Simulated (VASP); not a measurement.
# BiTe (Fm-3m) in VASP: further runs

Aim: see how the results for BiTe move with the level of theory and the settings. Levels: PBE, PBEsol. Tasks: single point.

Program: VASP 6.6.1. These are calculated values, not measurements. Logs are shortened: lines on timing, memory, paths and dates and some standing lists are left out, and cuts for length are marked.

**1. The cell of the first run**

Symmetry: Fm-3m, No. 225, cubic system. Conventional cell: a = 6.456 Å, b = 6.456 Å, c = 6.456 Å, α = 90.00°, β = 90.00°, γ = 90.00°. Within 4.2 Å of Bi (site symmetry m-3m) lie 6 Te at 3.23 Å. Te (site symmetry m-3m) has 6 Bi at 3.23 Å within 4.2 Å.

**2. Single point, PBE (strained)**

The input, INCAR:

```
SYSTEM = BiTe
  PREC = Accurate
  ENCUT = 520
  EDIFF = 1E-7
  ISMEAR = 0
  SIGMA = 0.1
  LREAL = .FALSE.
  LASPH = .TRUE.
  NELM = 80
  ALGO = Normal
  ISIF = 2
  LWAVE = .FALSE.
  LCHARG = .TRUE.
  GGA = PE
  LELF = .TRUE.
  LVHAR = .TRUE.
  NBANDS = 18
```

The input, KPOINTS:

```
Automatic mesh
0
G
  12 12 12
  0 0 0
```

The input, POSCAR:

```
BiTe
1.0
    0.0000000000      3.2280124000      3.2280124000
    3.2280124000      0.0000000000      3.2280124000
    3.2280124000      3.2280124000      0.0000000000
Bi Te
1 1
Direct
    0.0000000000      0.0000000000      0.0000000000
    0.5000000000      0.5000000000      0.5000000000
```

Potentials or basis: VASP PAW PBE potentials, release 64 (Bi_d, Te).

On the command line:

```bash
$ cat potpaw_PBE.64/Bi_d/POTCAR potpaw_PBE.64/Te/POTCAR > POTCAR
$ mpirun -np 1 vasp_std > vasp.out
```

OUTCAR:

```text
SYSTEM = BiTe
   PREC = Accurate
   ENCUT = 520
   EDIFF = 1E-7
   ISMEAR = 0
   LREAL = .FALSE.
   LASPH = .TRUE.
   NELM = 80
   ISIF = 2
   GGA = PE

 ion  position               nearest neighbor table
   1  0.000  0.000  0.000-   2 3.23   2 3.23   2 3.23   2 3.23   2 3.23   2 3.23
   2  0.500  0.500  0.500-   1 3.23   1 3.23   1 3.23   1 3.23   1 3.23   1 3.23

  LATTYP: Found a face centered cubic cell.
 ALAT       =     6.4560248000

  Lattice vectors:

 A1 = (   0.0000000000,   3.2280124000,   3.2280124000)
 A2 = (   3.2280124000,   0.0000000000,   3.2280124000)
 A3 = (   3.2280124000,   3.2280124000,   0.0000000000)

Analysis of symmetry for initial positions (statically):
=====================================================================
 Subroutine PRICEL returns:
 Original cell was already a primitive cell.

 Routine SETGRP: Setting up the symmetry group for a
 face centered cubic supercell.

 Subroutine GETGRP returns: Found 48 space group operations
 (whereof 48 operations were pure point group operations)
 out of a pool of 48 trial point group operations.

The static configuration has the point symmetry O_h .

Analysis of symmetry for dynamics (positions and initial velocities):
=====================================================================
 Subroutine PRICEL returns:
 Original cell was already a primitive cell.

 Routine SETGRP: Setting up the symmetry group for a
 face centered cubic supercell.

 Subroutine GETGRP returns: Found 48 space group operations
 (whereof 48 operations were pure point group operations)
 out of a pool of 48 trial point group operations.

The dynamic configuration has the point symmetry O_h .

 Subroutine INISYM returns: Found 48 space group operations
 (whereof 48 operations are pure point group operations),
 and found     1 'primitive' translations

----------------------------------------------------------------------------------------

                                     Primitive cell

  volume of cell :      67.2722

  direct lattice vectors                    reciprocal lattice vectors
     0.000000000  3.228012400  3.228012400    -0.154894077  0.154894077  0.154894077
     3.228012400  0.000000000  3.228012400     0.154894077 -0.154894077  0.154894077
     3.228012400  3.228012400  0.000000000     0.154894077  0.154894077 -0.154894077

  length of vectors
     4.565098916  4.565098916  4.565098916     0.268284410  0.268284410  0.268284410

[... 73 lines left out ...]
   ICHARG =      2    charge: 1-file 2-atom 10-const
   ISPIN  =      1    spin polarized calculation?
   LNONCOLLINEAR =      F non collinear calculations
   LSORBIT =      F    spin-orbit coupling
   LASPH  =      T    aspherical Exc in radial PAW
   ENCUT  =  520.0 eV  38.22 Ry    6.18 a.u.   8.49  8.49  8.49*2*pi/ulx,y,z
   NELM   =     80;   NELMIN=  2; NELMDL= -5     # of ELM steps
   EDIFF  = 0.1E-06   stopping-criterion for ELM
   LREAL  =      F    real-space projection
   EDIFFG = 0.1E-05   stopping-criterion for IOM
   NSW    =      0    number of steps for IOM
   IBRION =     -1    ionic relax: 0-MD 1-quasi-New 2-CG
   NFREE  =      0    steps in history (QN), initial steepest desc. (CG)
   ISIF   =      2    stress and relaxation
   ISYM   =      2    0-nonsym 1-usesym 2-fastsym
   POTIM  = 0.5000    time-step for ionic-motion
   TEBEG  =    0.0;   TEEND  =   0.0 temperature during run
   PSTRESS=    0.0 pullay stress
   NELECT =      21.0000    total number of electrons
   NUPDOWN=      -1.0000    fix difference up-down
   EMIN   =  10.00;   EMAX   =-10.00  energy-range for DOS
   EFERMI =   0.00;   METHOD = LEGACY
   ISMEAR =     0;   SIGMA  =   0.10  broadening in eV -4-tet -1-fermi 0-gaus
   EFERMI_NEDOS =   21; number of points for ismear=-14 and -15
   IALGO  =     38    algorithm
   IMIX   =      4    mixing-type and parameters
     AMIX     =   0.40;   BMIX     =  1.00
     AMIX_MAG =   1.60;   BMIX_MAG =  1.00
  volume/ion in A,a.u.               =      33.64       226.99
  Fermi-wavevector in a.u.,A,eV,Ry     =   1.110545  2.098625 16.780197  1.233310
  Thomas-Fermi vector in A             =   2.247098
   LORBIT       =      0    0 simple, 1 ext, 2 COOP (PROOUT), +10 PAW based schemes
   GGA     = PE    functional components
   LHFCALC =     F    Hartree Fock is set to
   AEXX    =    0.0000 exact exchange contribution
   IVDW    =     0    specifies the selected vdW correction
   LEPSILON=     F    determine dielectric tensor
   LRPA    =     F    only Hartree local field effects (RPA)
 non-spin polarized calculation
 Gauss-broadening in eV      SIGMA  =   0.10
  energy-cutoff  :      520.00
  volume of cell :       67.27
 maximum number of plane-waves:      1837
 NGX is ok and might be reduce to    36

 number of electron      21.0000002 magnetization

 Free energy of the ion-electron system (eV)
  ---------------------------------------------------
  ext. energy  EPLUGINS =         0.00000000
  ---------------------------------------------------
  free energy    TOTEN  =        -7.17487890 eV

  energy without entropy =       -7.16877750  energy(sigma->0) =       -7.17182820

 E-fermi :   6.7231     XC(G=0):  -9.4638

 val. band max:        6.6981627325   @ k =  -0.4167   0.2500   0.0833
 cond. band min:       6.7284154069   @ k =  -0.2500   0.2500   0.0000
 fundamental gap:      0.0302526744
 Fermi energy:         6.7231464260

 k-point     1 :       0.0000    0.0000    0.0000
  band No.  band energies     occupation
      1     -16.4237      2.00000
      2     -16.4237      2.00000
      3     -16.4203      2.00000
      4     -16.4203      2.00000
      5     -16.4203      2.00000
      6      -6.8401      2.00000
[... 481 lines left out ...]
      5     -16.4129      2.00000
      6      -4.8400      2.00000
[... 10 lines left out ...]
     17      16.2287      0.00000
     18      17.4157      0.00000

 [... further k-points ...]
[... 5 lines left out ...]
  --------------------------------------------------------------------------------------
  -------------------------------------------------------------------------------------
  Total        0.4189758      0.4189758      0.4189758      0.0000000      0.0000000      0.0000000
  in kB        9.9784699      9.9784699      9.9784699      0.0000000      0.0000000      0.0000000
  external PRESSURE =       9.9784699 kB  Pullay stress =       0.0000000 kB

 VOLUME and BASIS-vectors are now :
 -----------------------------------------------------------------------------
  energy-cutoff  :      520.00
  volume of cell :       67.27
      direct lattice vectors                 reciprocal lattice vectors
     0.000000000  3.228012400  3.228012400    -0.154894077  0.154894077  0.154894077
     3.228012400  0.000000000  3.228012400     0.154894077 -0.154894077  0.154894077
     3.228012400  3.228012400  0.000000000     0.154894077  0.154894077 -0.154894077

 POSITION                                       TOTAL-FORCE (eV/Angst)
 -----------------------------------------------------------------------------------
      0.00000      0.00000      0.00000         0.000000      0.000000      0.000000
      3.22801      3.22801      3.22801        -0.000000      0.000000     -0.000000
 -----------------------------------------------------------------------------------
    total drift:                               -0.000000      0.000000      0.000000

  FREE ENERGIE OF THE ION-ELECTRON SYSTEM (eV)
  ---------------------------------------------------
  free  energy   TOTEN  =        -7.1748789009 eV

  energy  without entropy=       -7.1687774998  energy(sigma->0) =       -7.17182820
```

OSZICAR:

```text
N       E                     dE             d eps       ncg     rms          rms(c)
DAV:   1     0.160025349794E+03    0.16003E+03   -0.99338E+03  2600   0.113E+03
DAV:   2     0.491927610703E+01   -0.15511E+03   -0.15093E+03  2782   0.305E+02
DAV:   3    -0.685287246570E+01   -0.11772E+02   -0.11674E+02  3150   0.889E+01
DAV:   4    -0.718198621138E+01   -0.32911E+00   -0.32842E+00  3228   0.160E+01
DAV:   5    -0.719625027665E+01   -0.14264E-01   -0.14263E-01  3566   0.314E+00    0.650E+00
DAV:   6    -0.717083387002E+01    0.25416E-01   -0.88909E-02  3664   0.184E+00    0.399E+00
DAV:   7    -0.717498467588E+01   -0.41508E-02   -0.26313E-02  2872   0.841E-01    0.546E-01
DAV:   8    -0.717475427106E+01    0.23040E-03   -0.41771E-03  3276   0.437E-01    0.115E-01
DAV:   9    -0.717487816363E+01   -0.12389E-03   -0.38867E-04  2972   0.118E-01    0.407E-02
DAV:  10    -0.717487918311E+01   -0.10195E-05   -0.11853E-05  3510   0.210E-02    0.299E-02
DAV:  11    -0.717487873006E+01    0.45306E-06   -0.53593E-06  2804   0.129E-02    0.117E-02
DAV:  12    -0.717487859438E+01    0.13567E-06   -0.57092E-07  3278   0.571E-03    0.525E-03
DAV:  13    -0.717487875066E+01   -0.15627E-06   -0.70760E-08  2138   0.185E-03    0.111E-03
DAV:  14    -0.717487891394E+01   -0.16329E-06   -0.68502E-09  1476   0.662E-04    0.128E-03
DAV:  15    -0.717487890085E+01    0.13091E-07   -0.21880E-09  1462   0.338E-04
   1 F= -.71748789E+01 E0= -.71718282E+01  d E =-.610140E-02
```

stdout:

```text
POSCAR found type information on POSCAR BiTe
 POSCAR found :  2 types and       2 ions
 scaLAPACK will be used
 LDA part: xc-table for (Slater+PW92), standard interpolation
 POSCAR, INCAR and KPOINTS ok, starting setup
 FFT: planning ... GRIDC
 FFT: planning ... GRID_SOFT
 FFT: planning ... GRID
 WAVECAR not read
 entering main loop
```

It took 2.3 min on 1 thread of Intel Xeon 8259CL, shared host; peak memory 0.26 GiB.

What came out:

- Free energy: -7.1749 eV
- Pressure: 1.0 GPa
- Band gap on the k mesh: zero (an odd number of electrons rules out a gap without spin polarisation)

Levels at points of the mesh, in eV from the Fermi level:
```tsv
k point	band 8	band 9	band 10	band 11	band 12	band 13
(0.00, 0.00, 0.00)	-2.56	-2.56	-2.56	2.17	2.17	2.17
(0.50, 0.00, 0.00)	-1.93	-1.93	-1.59	-0.81	-0.63	-0.63
(0.50, 0.50, 0.00)	-5.70	-4.04	-4.04	2.23	3.63	3.63
```

Caveat: the cell differs from its parent crystal (strained); spin-orbit coupling is left out, which moves the levels of the heavy elements.

**3. Single point, PBE (strained)**

The input, INCAR:

```
PREC = Accurate
ENCUT = 520
EDIFF = 1E-7
ISMEAR = 0
SIGMA = 0.1
LREAL = F
LASPH = T
NELM = 80
ALGO = Normal
ISIF = 2
LWAVE = F
LCHARG = T
GGA = PE
LELF = T
LVHAR = T
NBANDS = 18
```

The input, KPOINTS:

```
regular mesh
0
Gamma
  12 12 12
```

The input, POSCAR:

```
BiTe
1.0
    0.0000000000      3.3157456000      3.3157456000
    3.3157456000      0.0000000000      3.3157456000
    3.3157456000      3.3157456000      0.0000000000
Bi Te
1 1
Direct
    0.0000000000      0.0000000000      0.0000000000
    0.5000000000      0.5000000000      0.5000000000
```

Potentials or basis: VASP PAW PBE potentials, release 64 (Bi_d, Te).

On the command line:

```bash
$ cat potpaw_PBE.64/Bi_d/POTCAR potpaw_PBE.64/Te/POTCAR > POTCAR
$ mpirun -np 1 vasp_std > vasp.out
```

Run time: 2.1 min. Hardware: 1 thread of Intel Xeon 8259CL, shared host; peak memory 0.26 GiB.

Results (log left out):

| Item | Value |
| --- | --- |
| Free energy | -7.1458 eV |
| Pressure | -2.5 GPa |
| Band gap on the k mesh | zero (an odd number of electrons rules out a gap without spin polarisation) |

Levels at points of the mesh, in eV from the Fermi level:
```
           k point  band 8  band 9  band 10  band 11  band 12  band 13
(0.00, 0.00, 0.00)   -2.35   -2.35    -2.35     2.00     2.00     2.00
(0.50, 0.00, 0.00)   -1.76   -1.76    -1.60    -0.78    -0.51    -0.51
(0.50, 0.50, 0.00)   -5.16   -3.67    -3.67     2.52     3.26     3.26
```

Caveat: the cell differs from its parent crystal (strained); spin-orbit coupling is left out, which moves the levels of the heavy elements.

**4. Single point, PBE**

This run uses another cell than the first one: it holds 6 atoms, not 2.

The input, INCAR:

```
PREC = Accurate
ENCUT = 520
EDIFF = 1E-7
ISMEAR = 0
SIGMA = 0.1
LREAL = False
LASPH = True
NELM = 100
ALGO = Normal
ISIF = 2
LWAVE = False
LCHARG = False
GGA = PE
NBANDS = 40
```

The input, KPOINTS:

```
regular mesh
0
Gamma
  8 8 8
```

The input, POSCAR:

```
BiTe
1.0
    0.0000000000      3.2511941624     -3.2511941624
    6.5023883247      0.0000000000      0.0000000000
   -3.2511941624     -6.5023883247     -3.2511941624
Bi Te
3 3
Direct
    0.3333333333      0.3333333333      0.6666666667
    0.6666666667      0.6666666667      0.3333333333
    1.0000000000      1.0000000000      0.0000000000
    0.0000000000      0.5000000000      0.0000000000
    0.3333333333      0.8333333333      0.6666666667
    0.6666666667      0.1666666667      0.3333333333
```

On the command line:

```bash
$ cat potpaw_PBE.64/Bi_d/POTCAR potpaw_PBE.64/Te/POTCAR > POTCAR
$ mpirun -np 1 vasp_std > vasp.out
```

Wall time 11 min (1 thread of Intel Xeon Platinum 8488C (Sapphire Rapids), shared host); peak memory 0.74 GiB.

It converged, with:

```yaml
Free_energy: -21.5439 eV
Pressure: -0.1 GPa
Band_gap_on_the_k_mesh: zero (an odd number of electrons rules out a gap without spin polarisation)
```

Levels at points of the mesh, in eV from the Fermi level:
| k point | band 29 | band 30 | band 31 | band 32 | band 33 | band 34 |
| --- | --- | --- | --- | --- | --- | --- |
| (0.00, 0.00, 0.00) | -2.51 | -2.51 | 1.19 | 1.19 | 1.24 | 1.24 |
| (0.50, 0.00, 0.00) | -2.27 | -2.27 | 0.44 | 0.44 | 1.95 | 1.95 |
| (0.00, 0.50, 0.00) | -1.89 | -1.60 | -0.81 | -0.60 | -0.60 | 0.49 |
| (0.50, 0.50, 0.00) | -1.63 | -1.61 | -0.81 | -0.60 | -0.60 | -0.37 |
| (0.00, 0.00, 0.50) | -1.59 | -1.59 | -0.24 | -0.24 | -0.10 | -0.10 |

Caveat: spin-orbit coupling is left out, which moves the levels of the heavy elements.

(Part 1 of 2 ends here.)
